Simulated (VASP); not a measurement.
# In3Se (Im-3m) in VASP: notebook

In3Se is run at these levels: PBE; tasks: single point.

Everything below comes from runs of VASP 6.6.1. Logs are shortened: lines on timing, memory, paths and dates and some standing lists are left out, and cuts for length are marked.

### Step 1. The cell of the first run

The structure is cubic, space group Im-3m (No. 229). The conventional cell has a = 5.975 Å, b = 5.975 Å, c = 5.975 Å, α = 90.00°, β = 90.00°, γ = 90.00°. In (site symmetry 4/mmm) has 4 In at 2.99 Å and 2 Se at 2.99 Å within 3.9 Å. Se (site symmetry m-3m) has 6 In at 2.99 Å within 3.9 Å.

### Step 2. Single point, PBE

Contents of INCAR:

```
PREC     = Accurate       # precision mode
ENCUT    = 520            # plane-wave cutoff, eV
EDIFF    = 1E-7           # SCF threshold, eV
ISMEAR   = 0              # smearing method
SIGMA    = 0.1            # smearing width, eV
LREAL    = F              # projectors in reciprocal space
LASPH    = T              # aspherical terms in the spheres
NELM     = 100            # most SCF steps
ALGO     = Normal         # electronic algorithm
ISIF     = 2              # what is computed and relaxed
LWAVE    = F              # write WAVECAR
LCHARG   = T              # write CHGCAR
GGA      = PE             # functional
LELF     = T              # ELF
LVHAR    = T            
NBANDS   = 30             # bands
```

Contents of KPOINTS:

```
regular mesh
0
Gamma
  4 4 4
```

Contents of POSCAR:

```
In3Se
1.0
   -2.9873311400      2.9873311400      2.9873311400
    2.9873311400     -2.9873311400      2.9873311400
    2.9873311400      2.9873311400     -2.9873311400
In Se
3 1
Direct
    0.0000000000      0.5000000000      0.5000000000
    0.5000000000      0.0000000000      0.5000000000
    0.5000000000      0.5000000000      0.0000000000
    0.0000000000      0.0000000000      0.0000000000
```

Potentials or basis: VASP PAW PBE potentials, release 64 (In_d, Se).

Launch:

```bash
> cat potpaw_PBE.64/In_d/POTCAR potpaw_PBE.64/Se/POTCAR > POTCAR
> mpirun -np 1 vasp_std > vasp.out
```

OUTCAR:

```text
PREC = Accurate
   ENCUT = 520
   EDIFF = 1E-7
   ISMEAR = 0
   LREAL = F
   LASPH = T
   NELM = 100
   ISIF = 2
   GGA = PE

 ion  position               nearest neighbor table
   1  0.000  0.500  0.500-   2 2.99   3 2.99   4 2.99   4 2.99   3 2.99   2 2.99
   2  0.500  0.000  0.500-   1 2.99   3 2.99   4 2.99   3 2.99   4 2.99   1 2.99
   3  0.500  0.500  0.000-   1 2.99   2 2.99   4 2.99   2 2.99   1 2.99   4 2.99
   4  0.000  0.000  0.000-   1 2.99   2 2.99   3 2.99   1 2.99   2 2.99   3 2.99

  LATTYP: Found a body centered cubic cell.
 ALAT       =     5.9746622800

  Lattice vectors:

 A1 = (  -2.9873311400,   2.9873311400,   2.9873311400)
 A2 = (   2.9873311400,  -2.9873311400,   2.9873311400)
 A3 = (   2.9873311400,   2.9873311400,  -2.9873311400)

Analysis of symmetry for initial positions (statically):
=====================================================================
 Subroutine PRICEL returns:
 Original cell was already a primitive cell.

 Routine SETGRP: Setting up the symmetry group for a
 body centered cubic supercell.

 Subroutine GETGRP returns: Found 48 space group operations
 (whereof 48 operations were pure point group operations)
 out of a pool of 48 trial point group operations.

The static configuration has the point symmetry O_h .

Analysis of symmetry for dynamics (positions and initial velocities):
=====================================================================
 Subroutine PRICEL returns:
 Original cell was already a primitive cell.

 Routine SETGRP: Setting up the symmetry group for a
 body centered cubic supercell.

 Subroutine GETGRP returns: Found 48 space group operations
 (whereof 48 operations were pure point group operations)
 out of a pool of 48 trial point group operations.

The dynamic configuration has the point symmetry O_h .

 Subroutine INISYM returns: Found 48 space group operations
 (whereof 48 operations are pure point group operations),
 and found     1 'primitive' translations

----------------------------------------------------------------------------------------

                                     Primitive cell

  volume of cell :     106.6375

  direct lattice vectors                    reciprocal lattice vectors
    -2.987331140  2.987331140  2.987331140     0.000000000  0.167373477  0.167373477
[... 72 lines left out ...]
   NELM   =    100;   NELMIN=  2; NELMDL= -5     # of ELM steps
   EDIFF  = 0.1E-06   stopping-criterion for ELM
   LREAL  =      F    real-space projection
   EDIFFG = 0.1E-05   stopping-criterion for IOM
   NSW    =      0    number of steps for IOM
   IBRION =     -1    ionic relax: 0-MD 1-quasi-New 2-CG
   NFREE  =      0    steps in history (QN), initial steepest desc. (CG)
   ISIF   =      2    stress and relaxation
   ISYM   =      2    0-nonsym 1-usesym 2-fastsym
   POTIM  = 0.5000    time-step for ionic-motion
   TEBEG  =    0.0;   TEEND  =   0.0 temperature during run
   PSTRESS=    0.0 pullay stress
   NELECT =      45.0000    total number of electrons
   NUPDOWN=      -1.0000    fix difference up-down
   EMIN   =  10.00;   EMAX   =-10.00  energy-range for DOS
   EFERMI =   0.00;   METHOD = LEGACY
   ISMEAR =     0;   SIGMA  =   0.10  broadening in eV -4-tet -1-fermi 0-gaus
   EFERMI_NEDOS =   21; number of points for ismear=-14 and -15
   IALGO  =     38    algorithm
   IMIX   =      4    mixing-type and parameters
     AMIX     =   0.40;   BMIX     =  1.00
     AMIX_MAG =   1.60;   BMIX_MAG =  1.00
  volume/ion in A,a.u.               =      26.66       179.91
  Fermi-wavevector in a.u.,A,eV,Ry     =   1.227936  2.320462 20.515221  1.507826
  Thomas-Fermi vector in A             =   2.362880
   LORBIT       =      0    0 simple, 1 ext, 2 COOP (PROOUT), +10 PAW based schemes
   GGA     = PE    functional components
   LHFCALC =     F    Hartree Fock is set to
   AEXX    =    0.0000 exact exchange contribution
   IVDW    =     0    specifies the selected vdW correction
   LEPSILON=     F    determine dielectric tensor
   LRPA    =     F    only Hartree local field effects (RPA)
 non-spin polarized calculation
 Gauss-broadening in eV      SIGMA  =   0.10
  energy-cutoff  :      520.00
  volume of cell :      106.64
 maximum number of plane-waves:      2916
 NGX is ok and might be reduce to    40
   NGX = 19   NGY = 19   NGZ = 19

 number of electron      45.0000016 magnetization

 Free energy of the ion-electron system (eV)
  ---------------------------------------------------
  ext. energy  EPLUGINS =         0.00000000
  ---------------------------------------------------
  free energy    TOTEN  =       -11.69289204 eV

  energy without entropy =      -11.68214148  energy(sigma->0) =      -11.68751676

 E-fermi :   5.8052     XC(G=0):  -9.8204

 val. band max:        5.7230769579   @ k =   0.5000   0.5000   0.2500
 cond. band min:       5.8479038438   @ k =   0.5000   0.0000   0.0000
 fundamental gap:      0.1248268859
 Fermi energy:         5.8052176072

 k-point     1 :       0.0000    0.0000    0.0000
  band No.  band energies     occupation
      1      -8.8644      2.00000
      2      -8.8644      2.00000
      3      -8.7545      2.00000
      4      -8.6263      2.00000
      5      -8.6263      2.00000
      6      -8.6263      2.00000
[... 253 lines left out ...]
     29      13.2675      0.00000
     30      13.2675      0.00000

------------------------ aborting loop because EDIFF is reached ----------------------------------------

  FORCE on cell =-STRESS in cart. coord.  units (eV):
  Direction    XX          YY          ZZ          XY          YZ          ZX
  --------------------------------------------------------------------------------------
  -------------------------------------------------------------------------------------
  Total        1.1335449      1.1335449      1.1335449      0.0000000      0.0000000     -0.0000000
  in kB       17.0309641     17.0309641     17.0309641      0.0000000      0.0000000     -0.0000000
  external PRESSURE =      17.0309641 kB  Pullay stress =       0.0000000 kB

 VOLUME and BASIS-vectors are now :
 -----------------------------------------------------------------------------
  energy-cutoff  :      520.00
  volume of cell :      106.64
      direct lattice vectors                 reciprocal lattice vectors
    -2.987331140  2.987331140  2.987331140     0.000000000  0.167373477  0.167373477
     2.987331140 -2.987331140  2.987331140     0.167373477  0.000000000  0.167373477
     2.987331140  2.987331140 -2.987331140     0.167373477  0.167373477  0.000000000

 POSITION                                       TOTAL-FORCE (eV/Angst)
 -----------------------------------------------------------------------------------
      2.98733      0.00000      0.00000        -0.000000      0.000000     -0.000000
      0.00000      2.98733      0.00000         0.000000     -0.000000      0.000000
      0.00000      0.00000      2.98733         0.000000      0.000000     -0.000000
      0.00000      0.00000      0.00000         0.000000     -0.000000      0.000000
 -----------------------------------------------------------------------------------
    total drift:                               -0.000000     -0.000000      0.000000

  FREE ENERGIE OF THE ION-ELECTRON SYSTEM (eV)
  ---------------------------------------------------
  free  energy   TOTEN  =       -11.6928920449 eV

  energy  without entropy=      -11.6821414755  energy(sigma->0) =      -11.68751676
```

stdout:

```text
POSCAR found type information on POSCAR InSe
 POSCAR found :  2 types and       4 ions
 scaLAPACK will be used
 LDA part: xc-table for (Slater+PW92), standard interpolation
 POSCAR, INCAR and KPOINTS ok, starting setup
 FFT: planning ... GRIDC
 FFT: planning ... GRID_SOFT
 FFT: planning ... GRID
 WAVECAR not read
 entering main loop
```

Run time: 30 s. Hardware: 1 thread of Intel Xeon 6975P-C, shared host; peak memory 0.24 GiB.

Results:

```yaml
Free_energy: -11.6929 eV
Pressure: 1.7 GPa
```

Levels at points of the mesh, in eV from the Fermi level:
| k point | band 20 | band 21 | band 22 | band 23 | band 24 | band 25 |
| --- | --- | --- | --- | --- | --- | --- |
| (0.00, 0.00, 0.00) | -2.79 | -1.11 | -1.11 | -0.27 | -0.27 | -0.27 |
| (0.50, 0.00, 0.00) | -3.07 | -1.05 | -0.13 | 0.04 | 1.87 | 2.29 |
| (0.50, 0.50, 0.50) | -4.16 | -4.16 | 0.64 | 0.64 | 0.64 | 1.22 |

Caveat: the k points lie up to 0.37 Å⁻¹ apart; spin-orbit coupling is left out, which moves the levels of the heavy elements.

### Step 3. Single point, PBE (volume scaled by 0.88)

Contents of INCAR:

```
SYSTEM = In3Se
  ALGO = Normal
  EDIFF = 1E-7
  ENCUT = 520
  GGA = PE
  ISIF = 2
  ISMEAR = 0
  LASPH = .True.
  LCHARG = .False.
  LREAL = .False.
  LWAVE = .False.
  NBANDS = 30
  NELM = 100
  PREC = Accurate
  SIGMA = 0.1
```

Contents of KPOINTS:

```
k-points
0
Gamma
  12 12 12
  0 0 0
```

Contents of POSCAR:

```
In3Se
1.0
   -2.9104405730      2.9104405730      2.9104405730
    2.9104405730     -2.9104405730      2.9104405730
    2.9104405730      2.9104405730     -2.9104405730
In Se
3 1
Direct
    0.0000000000      0.5000000000      0.5000000000
    0.5000000000      0.0000000000      0.5000000000
    0.5000000000      0.5000000000      0.0000000000
    0.0000000000      0.0000000000      0.0000000000
```

Potentials or basis: VASP PAW PBE potentials, release 64 (In_d, Se).

Launch:

```bash
> cat potpaw_PBE.64/In_d/POTCAR potpaw_PBE.64/Se/POTCAR > POTCAR
> mpirun -np 1 vasp_std > vasp.out
```

Run time: 4 min. Hardware: 1 thread of Intel Xeon 6975P-C, shared host; peak memory 0.36 GiB.

The run converged. Its results:

| Quantity | Value |
| --- | --- |
| Free energy | -11.4685 eV |
| Pressure | 6.2 GPa |

Levels at points of the mesh, in eV from the Fermi level:
| k point | band 20 | band 21 | band 22 | band 23 | band 24 | band 25 |
| --- | --- | --- | --- | --- | --- | --- |
| (0.00, 0.00, 0.00) | -3.16 | -0.93 | -0.93 | -0.48 | -0.48 | -0.48 |
| (0.50, 0.00, 0.00) | -3.46 | -1.35 | -0.15 | 0.08 | 1.85 | 2.21 |
| (0.50, 0.50, 0.50) | -4.67 | -4.67 | 0.57 | 0.57 | 0.57 | 1.74 |

Caveat: spin-orbit coupling is left out, which moves the levels of the heavy elements.

### Step 4. Single point, PBE (volume scaled by 0.91)

Contents of INCAR:

```
SYSTEM = In3Se
ALGO = Normal
EDIFF = 1E-6
ENCUT = 520
GGA = PE
ISIF = 2
ISMEAR = 0
LASPH = .TRUE.
LCHARG = .FALSE.
LREAL = .FALSE.
LWAVE = .FALSE.
NBANDS = 30
NELM = 60
PREC = Accurate
SIGMA = 0.1
```

Contents of KPOINTS:

```
k-points
0
G
  12 12 12
  0 0 0
```

Contents of POSCAR:

```
In3Se
1.0
   -2.9431448899      2.9431448899      2.9431448899
    2.9431448899     -2.9431448899      2.9431448899
    2.9431448899      2.9431448899     -2.9431448899
In Se
3 1
Direct
    0.0000000000      0.5000000000      0.5000000000
    0.5000000000      0.0000000000      0.5000000000
    0.5000000000      0.5000000000      0.0000000000
    0.0000000000      0.0000000000      0.0000000000
```

Launch:

```bash
> cat potpaw_PBE.64/In_d/POTCAR potpaw_PBE.64/Se/POTCAR > POTCAR
> mpirun -np 1 vasp_std > vasp.out
```

Run time: 3.3 min. Hardware: 1 thread of Intel Xeon 6975P-C, shared host; peak memory 0.36 GiB.

The run converged. Its results:

| Item | Value |
| --- | --- |
| Free energy | -11.5787 eV |
| Pressure | 4.2 GPa |

Levels at points of the mesh, in eV from the Fermi level:
```tsv
k point	band 18	band 19	band 20	band 21	band 22	band 23	band 24	band 25	band 26	band 27
(0.00, 0.00, 0.00)	-3.01	-3.01	-3.01	-1.05	-1.05	-0.43	-0.43	-0.43	4.04	4.04
(0.50, 0.00, 0.00)	-5.13	-3.90	-3.31	-1.26	-0.17	0.04	1.82	2.21	4.36	5.38
(0.50, 0.50, 0.50)	-5.36	-4.47	-4.47	-4.47	0.57	0.57	0.57	1.48	7.30	7.30
```

Caveat: spin-orbit coupling is left out, which moves the levels of the heavy elements.

### Step 5. Single point, PBE (volume scaled by 0.94)

Contents of INCAR:

```
SYSTEM = In3Se
PREC     = Accurate       ! precision mode
ENCUT    = 520            ! plane-wave cutoff, eV
EDIFF    = 1E-6           ! SCF threshold, eV
ISMEAR   = 0              ! smearing method
SIGMA    = 0.1            ! smearing width, eV
LREAL    = .False.        ! projectors in reciprocal space
LASPH    = .True.         ! aspherical terms in the spheres
NELM     = 100            ! most SCF steps
ALGO     = Normal         ! electronic algorithm
ISIF     = 2              ! what is computed and relaxed
LWAVE    = .False.        ! write WAVECAR
LCHARG   = .True.         ! write CHGCAR
GGA      = PE             ! functional
LELF     = .True.         ! ELF
LVHAR    = .True.       
NBANDS   = 30             ! bands
```

Contents of KPOINTS:

```
Automatic mesh
0
Gamma
  12 12 12
  0 0 0
```

Contents of POSCAR:

```
In3Se
1.0
   -2.9751381017      2.9751381017      2.9751381017
    2.9751381017     -2.9751381017      2.9751381017
    2.9751381017      2.9751381017     -2.9751381017
In Se
3 1
Direct
    0.0000000000      0.5000000000      0.5000000000
    0.5000000000      0.0000000000      0.5000000000
    0.5000000000      0.5000000000      0.0000000000
    0.0000000000      0.0000000000      0.0000000000
```

Launch:

```bash
> cat potpaw_PBE.64/In_d/POTCAR potpaw_PBE.64/Se/POTCAR > POTCAR
> mpirun -np 1 vasp_std > vasp.out
```

It took 3.9 min on 1 thread of Intel Xeon 6975P-C, shared host; peak memory 0.37 GiB.

The run converged. Its results:

| Quantity | Value |
| --- | --- |
| Free energy | -11.6497 eV |
| Pressure | 2.5 GPa |

Levels at points of the mesh, in eV from the Fermi level:
```tsv
k point	band 19	band 20	band 21	band 22	band 23	band 24	band 25	band 26
(0.00, 0.00, 0.00)	-2.88	-2.88	-1.17	-1.17	-0.39	-0.39	-0.39	4.07
(0.50, 0.00, 0.00)	-3.84	-3.17	-1.18	-0.19	0.01	1.80	2.20	4.25
(0.50, 0.50, 0.50)	-4.29	-4.29	-4.29	0.56	0.56	0.56	1.23	7.25
```

Caveat: spin-orbit coupling is left out, which moves the levels of the heavy elements.

### Step 6. Single point, PBE (volume scaled by 0.97)

Contents of INCAR:

```
ALGO     = Normal         # electronic algorithm
EDIFF    = 1E-6           # SCF threshold, eV
ENCUT    = 520            # plane-wave cutoff, eV
GGA      = PE             # functional
ISIF     = 2              # what is computed and relaxed
ISMEAR   = 0              # smearing method
LASPH    = True           # aspherical terms in the spheres
LCHARG   = False          # write CHGCAR
LREAL    = False          # projectors in reciprocal space
LWAVE    = False          # write WAVECAR
NBANDS   = 30             # bands
NELM     = 60             # most SCF steps
PREC     = Accurate       # precision mode
SIGMA    = 0.1            # smearing width, eV
```

Contents of KPOINTS:

```
k-points
0
Gamma
  12 12 12
```

Contents of POSCAR:

```
In3Se
1.0
   -3.0064576464      3.0064576464      3.0064576464
    3.0064576464     -3.0064576464      3.0064576464
    3.0064576464      3.0064576464     -3.0064576464
In Se
3 1
Direct
    0.0000000000      0.5000000000      0.5000000000
    0.5000000000      0.0000000000      0.5000000000
    0.5000000000      0.5000000000      0.0000000000
    0.0000000000      0.0000000000      0.0000000000
```

Potentials or basis: VASP PAW PBE potentials, release 64 (In_d, Se).

Launch:

```bash
> cat potpaw_PBE.64/In_d/POTCAR potpaw_PBE.64/Se/POTCAR > POTCAR
> mpirun -np 1 vasp_std > vasp.out
```

It took 4.1 min on 1 thread of Intel Xeon 6975P-C, shared host; peak memory 0.37 GiB.

The run converged. Its results:

| Item | Value |
| --- | --- |
| Free energy | -11.6884 eV |
| Pressure | 1.1 GPa |

Levels at points of the mesh, in eV from the Fermi level:
| k point | band 18 | band 19 | band 20 | band 21 | band 22 | band 23 | band 24 | band 25 | band 26 | band 27 |
| --- | --- | --- | --- | --- | --- | --- | --- | --- | --- | --- |
| (0.00, 0.00, 0.00) | -2.76 | -2.76 | -2.76 | -1.28 | -1.28 | -0.35 | -0.35 | -0.35 | 4.09 | 4.09 |
| (0.50, 0.00, 0.00) | -5.00 | -3.78 | -3.04 | -1.11 | -0.22 | -0.03 | 1.78 | 2.19 | 4.13 | 5.13 |
| (0.50, 0.50, 0.50) | -5.26 | -4.12 | -4.12 | -4.12 | 0.56 | 0.56 | 0.56 | 0.99 | 7.21 | 7.21 |

Caveat: spin-orbit coupling is left out, which moves the levels of the heavy elements.

### Step 7. The runs side by side

```csv
cell,k mesh,gap on the mesh (eV),pressure (GPa)
"a = 5.174 Å, angles 109.5°, 4 atoms",4 × 4 × 4,none,1.7
"a = 5.041 Å, angles 109.5°, 4 atoms",12 × 12 × 12,none,6.2
"a = 5.098 Å, angles 109.5°, 4 atoms",12 × 12 × 12,none,4.2
"a = 5.153 Å, angles 109.5°, 4 atoms",12 × 12 × 12,none,2.5
"a = 5.207 Å, angles 109.5°, 4 atoms",12 × 12 × 12,none,1.1
```

Alike in all rows: task single point; level PBE; potentials or basis VASP PAW PBE potentials, release 64 (In_d, Se); no spin polarisation; cutoff (eV) 520; smearing gaussian 0.1 eV.

Caveats: some runs use coarse meshes; spin-orbit coupling is left out, which moves the levels of the heavy elements.

Absolute energies hang on the potentials; compare differences alone.
